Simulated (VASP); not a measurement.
# SiC (F-43m) in VASP: single point with PBE

Aim: the single point of SiC with PBE.

Everything below comes from runs of VASP 6.6.1. Logs are shortened: lines on timing, memory, paths and dates and some standing lists are left out, and cuts for length are marked.

### Step 1. The cell of the first run

It takes space group F-43m (No. 216, cubic). The conventional cell has a = 4.380 Å, b = 4.380 Å, c = 4.380 Å, α = 90.00°, β = 90.00°, γ = 90.00°. Si (site symmetry -43m) has 4 C at 1.90 Å within 2.5 Å. Within 2.5 Å of C (site symmetry -43m) lie 4 Si at 1.90 Å.

### Step 2. Single point, PBE

Contents of INCAR:

```
SYSTEM = SiC
ALGO     = Normal         ! electronic algorithm
EDIFF    = 1E-6           ! SCF threshold, eV
ENCUT    = 520            ! plane-wave cutoff, eV
GGA      = PE             ! functional
ISIF     = 2              ! what is computed and relaxed
ISMEAR   = 0              ! smearing method
LASPH    = .True.         ! aspherical terms in the spheres
LCHARG   = .False.        ! write CHGCAR
LREAL    = Auto         
LWAVE    = .False.        ! write WAVECAR
NBANDS   = 46             ! bands
NELM     = 100            ! most SCF steps
PREC     = Accurate       ! precision mode
SIGMA    = 0.01           ! smearing width, eV
```

Contents of KPOINTS:

```
k-points
0
Gamma
  3 3 3
  0 0 0
```

Contents of POSCAR:

```
SiC
1.0
    0.0000000000      4.3797259402     -4.3797259402
    4.3797259402      4.3797259402      0.0000000000
    4.3797259402      0.0000000000     -4.3797259402
Si C
8 8
Direct
    0.1250000000      0.1250000000      0.1250000000
    0.1250000000      0.6250000000      0.1250000000
    0.6250000000      0.1250000000      0.1250000000
    0.6250000000      0.6250000000      0.1250000000
    0.1250000000      0.1250000000      0.6250000000
    0.1250000000      0.6250000000      0.6250000000
    0.6250000000      0.1250000000      0.6250000000
    0.6250000000      0.6250000000      0.6250000000
    0.0000000000      0.0000000000      0.5000000000
    0.0000000000      0.5000000000      0.5000000000
    0.5000000000      0.0000000000      0.5000000000
    0.5000000000      0.5000000000      0.5000000000
    0.0000000000      0.0000000000      1.0000000000
    0.0000000000      0.5000000000      1.0000000000
    0.5000000000      0.0000000000      1.0000000000
    0.5000000000      0.5000000000      1.0000000000
```

Potentials or basis: VASP PAW PBE potentials, release 64 (Si, C).

On the command line:

```sh
> cat potpaw_PBE.64/Si/POTCAR potpaw_PBE.64/C/POTCAR > POTCAR
> mpirun -np 1 vasp_std > vasp.out
```

OUTCAR:

```text
SYSTEM = SiC
   EDIFF = 1E-6
   ENCUT = 520
   GGA = PE
   ISIF = 2
   ISMEAR = 0
   LASPH = .True.
   LREAL = Auto
   NELM = 100
   PREC = Accurate

 ion  position               nearest neighbor table
   1  0.125  0.125  0.125-   9 1.90  13 1.90  14 1.90  15 1.90   3 3.10   5 3.10   2 3.10   5 3.10
                             6 3.10   7 3.10   2 3.10   4 3.10   6 3.10   3 3.10   4 3.10   7 3.10
   2  0.125  0.625  0.125-  10 1.90  13 1.90  14 1.90  16 1.90   4 3.10   6 3.10   1 3.10   5 3.10
                             6 3.10   8 3.10   1 3.10   3 3.10   5 3.10   3 3.10   4 3.10   8 3.10
   3  0.625  0.125  0.125-  11 1.90  13 1.90  15 1.90  16 1.90   4 3.10   7 3.10   1 3.10   5 3.10
                             7 3.10   8 3.10   2 3.10   4 3.10   8 3.10   1 3.10   2 3.10   5 3.10
   4  0.625  0.625  0.125-  12 1.90  14 1.90  15 1.90  16 1.90   3 3.10   8 3.10   2 3.10   6 3.10
                             7 3.10   8 3.10   1 3.10   3 3.10   7 3.10   1 3.10   2 3.10   6 3.10
   5  0.125  0.125  0.625-   9 1.90  10 1.90  11 1.90  13 1.90   6 3.10   7 3.10   1 3.10   1 3.10
                             2 3.10   3 3.10   2 3.10   6 3.10   8 3.10   3 3.10   7 3.10   8 3.10
   6  0.125  0.625  0.625-   9 1.90  10 1.90  12 1.90  14 1.90   5 3.10   8 3.10   2 3.10   1 3.10
                             2 3.10   4 3.10   1 3.10   5 3.10   7 3.10   4 3.10   7 3.10   8 3.10
   7  0.625  0.125  0.625-   9 1.90  11 1.90  12 1.90  15 1.90   5 3.10   8 3.10   3 3.10   1 3.10
                             3 3.10   4 3.10   4 3.10   6 3.10   8 3.10   1 3.10   5 3.10   6 3.10
   8  0.625  0.625  0.625-  10 1.90  11 1.90  12 1.90  16 1.90   6 3.10   7 3.10   4 3.10   2 3.10
                             3 3.10   4 3.10   3 3.10   5 3.10   7 3.10   2 3.10   5 3.10   6 3.10
   9  0.000  0.000  0.500-   1 1.90   5 1.90   6 1.90   7 1.90
[... 13 lines left out ...]
 A1 = (   0.0000000000,   4.3797259402,  -4.3797259402)
 A2 = (   4.3797259402,   4.3797259402,   0.0000000000)
 A3 = (   4.3797259402,   0.0000000000,  -4.3797259402)

Analysis of symmetry for initial positions (statically):
=====================================================================
 Subroutine PRICEL returns following result:

  LATTYP: Found a face centered cubic cell.
 ALAT       =     4.3797259402

  Lattice vectors:

 A1 = (   0.0000000000,   2.1898629701,  -2.1898629701)
 A2 = (   2.1898629701,   2.1898629701,   0.0000000000)
 A3 = (   2.1898629701,   0.0000000000,  -2.1898629701)

   8 primitive cells build up your supercell.

 Routine SETGRP: Setting up the symmetry group for a
 face centered cubic supercell.

 Subroutine GETGRP returns: Found 24 space group operations
 (whereof 24 operations were pure point group operations)
 out of a pool of 48 trial point group operations.

The static configuration has the point symmetry T_d .

Analysis of symmetry for dynamics (positions and initial velocities):
=====================================================================
 Subroutine PRICEL returns following result:

[... 113 lines left out ...]
   EFERMI_NEDOS =   21; number of points for ismear=-14 and -15
   IALGO  =     38    algorithm
   IMIX   =      4    mixing-type and parameters
     AMIX     =   0.40;   BMIX     =  1.00
     AMIX_MAG =   1.60;   BMIX_MAG =  1.00
  volume/ion in A,a.u.               =      10.50        70.87
  Fermi-wavevector in a.u.,A,eV,Ry     =   1.186710  2.242556 19.160817  1.408280
  Thomas-Fermi vector in A             =   2.322877
   LORBIT       =      0    0 simple, 1 ext, 2 COOP (PROOUT), +10 PAW based schemes
   GGA     = PE    functional components
   LHFCALC =     F    Hartree Fock is set to
   AEXX    =    0.0000 exact exchange contribution
   IVDW    =     0    specifies the selected vdW correction
   LEPSILON=     F    determine dielectric tensor
   LRPA    =     F    only Hartree local field effects (RPA)
 non-spin polarized calculation
 Gauss-broadening in eV      SIGMA  =   0.01
  energy-cutoff  :      520.00
  volume of cell :      168.02
 maximum number of plane-waves:      4573
 NGX is ok and might be reduce to    48
   NGX = 23   NGY = 23   NGZ = 23

 number of electron      64.0000010 magnetization

 Free energy of the ion-electron system (eV)
  ---------------------------------------------------
  ext. energy  EPLUGINS =         0.00000000
  ---------------------------------------------------
  free energy    TOTEN  =      -120.40576467 eV

  energy without entropy =     -120.40576467  energy(sigma->0) =     -120.40576467

 E-fermi :   8.0204     XC(G=0): -11.2891

 val. band max:        7.9479910343   @ k =   0.0000   0.0000   0.0000
 cond. band min:       9.3124787922   @ k =   0.0000   0.0000   0.0000
 fundamental gap:      1.3644877579
 Fermi energy:         8.0203845074

 k-point     1 :       0.0000    0.0000    0.0000
  band No.  band energies     occupation
      1      -7.3422      2.00000
      2      -3.8296      2.00000
      3      -3.8296      2.00000
      4      -3.8296      2.00000
      5      -3.8296      2.00000
      6      -2.3925      2.00000
[... 177 lines left out ...]
     43      15.4282      0.00000
     44      15.6018      0.00000
 [bands above 44 left out]

------------------------ aborting loop because EDIFF is reached ----------------------------------------

  FORCE on cell =-STRESS in cart. coord.  units (eV):
  Direction    XX          YY          ZZ          XY          YZ          ZX
  --------------------------------------------------------------------------------------
  -------------------------------------------------------------------------------------
  Total       -0.0062746     -0.0062746     -0.0062746     -0.0000000      0.0000000      0.0000000
  in kB       -0.0598309     -0.0598309     -0.0598309     -0.0000000      0.0000000      0.0000000
  external PRESSURE =      -0.0598309 kB  Pullay stress =       0.0000000 kB

 VOLUME and BASIS-vectors are now :
 -----------------------------------------------------------------------------
  energy-cutoff  :      520.00
  volume of cell :      168.02
      direct lattice vectors                 reciprocal lattice vectors
     0.000000000  4.379725940 -4.379725940    -0.114162394  0.114162394 -0.114162394
     4.379725940  4.379725940  0.000000000     0.114162394  0.114162394  0.114162394
     4.379725940  0.000000000 -4.379725940     0.114162394 -0.114162394 -0.114162394

 POSITION                                       TOTAL-FORCE (eV/Angst)
 -----------------------------------------------------------------------------------
      1.09493      1.09493     -1.09493         0.000000     -0.000000      0.000000
      3.28479      3.28479     -1.09493        -0.000000     -0.000000     -0.000000
      1.09493      3.28479     -3.28479         0.000000      0.000000     -0.000000
      3.28479      5.47466     -3.28479        -0.000000     -0.000000     -0.000000
      3.28479      1.09493     -3.28479        -0.000000     -0.000000     -0.000000
      5.47466      3.28479     -3.28479         0.000000      0.000000     -0.000000
[... 8 lines left out ...]
      0.00000      2.18986     -2.18986         0.000000      0.000000      0.000000
      2.18986      4.37973     -2.18986         0.000000      0.000000      0.000000
 -----------------------------------------------------------------------------------
    total drift:                               -0.000001     -0.000001      0.000001

  FREE ENERGIE OF THE ION-ELECTRON SYSTEM (eV)
  ---------------------------------------------------
  free  energy   TOTEN  =      -120.4057646685 eV

  energy  without entropy=     -120.4057646685  energy(sigma->0) =     -120.40576467
```

stdout:

```text
POSCAR found type information on POSCAR SiC
 POSCAR found :  2 types and      16 ions
 scaLAPACK will be used
 LDA part: xc-table for (Slater+PW92), standard interpolation
 POSCAR, INCAR and KPOINTS ok, starting setup
 FFT: planning ... GRIDC
 FFT: planning ... GRID_SOFT
 FFT: planning ... GRID
 WAVECAR not read
 entering main loop
```

It took 2 min on 1 thread of Intel Xeon 8259CL, shared host; peak memory 0.3 GiB.

Results:

```yaml
Free_energy: -120.4058 eV
Pressure: 0.0 GPa
Band_gap_on_the_k_mesh: 1.36 eV
```
